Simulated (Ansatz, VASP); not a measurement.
**One calculation of Tc, two programs**

INCAR

```
SYSTEM = Tc
PREC = Accurate
ENCUT = 600
EDIFF = 1E-6
ISMEAR = 1
SIGMA = 0.1
LREAL = .False.
LASPH = .True.
NELM = 100
ALGO = Normal
ISIF = 3
LWAVE = .False.
LCHARG = .False.
GGA = PS
IBRION = 2
NSW = 60
EDIFFG = -0.001
```

Contents of KPOINTS:

```
Automatic mesh
0
Gamma
  10 10 10
  0 0 0
```

Contents of POSCAR:

```
Tc
1.0
    0.0000000000      1.9500000000      1.9500000000
    1.9500000000      0.0000000000      1.9500000000
    1.9500000000      1.9500000000      0.0000000000
Tc
1
Direct
    0.0000000000      0.0000000000      0.0000000000
```

Input for Ansatz:

```yaml
crystal:
  lattice:
    - [0.0, 1.95, 1.95]
    - [1.95, 0.0, 1.95]
    - [1.95, 1.95, 0.0]
  atoms:
    - { symbol: Tc, position: [0.0, 0.0, 0.0] }
basis:
  ecutwfc: 750.0
  ecutrho_ratio: 8
kpoints:
  mp_grid:
    grid: [10, 10, 10]
hamiltonian:
  xc: pbesol
  dispersion: none
scf:
  mixing:
    algorithm: anderson
    beta: 0.5
  occupations:
    method: cold
relax:
  f_tol: 0.001
  max_steps: 40
  cell: {}
```

Alike in both runs: task relaxation of cell and atoms; functional PBEsol; k mesh 10 × 10 × 10; no spin polarisation.

|  | VASP | Ansatz |
| --- | --- | --- |
| version | VASP 6.6.1 | Ansatz 0.2.0 |
| potentials or method | VASP PAW PBE potentials, release 64 (Tc_pv), cutoff 600 eV | plane waves, PAW |
| occupations | methfessel-paxton of order 1, width 0.1 eV | cold |
| valence electrons in the cell | 13 | 15 |

|  | VASP | Ansatz | Ansatz less VASP |
| --- | --- | --- | --- |
| relaxed volume (Å³/atom) | 14.08 | 14.11 | +0.030 |
| relaxed cell length with the largest relative difference (Å) | 2.710 | 2.712 | +0.0019 |

VASP's potentials were made for PBE, not for PBEsol. VASP's potentials hold 13 valence electrons a cell and Ansatz's 15, so a difference there can come from the potentials and not from the codes.
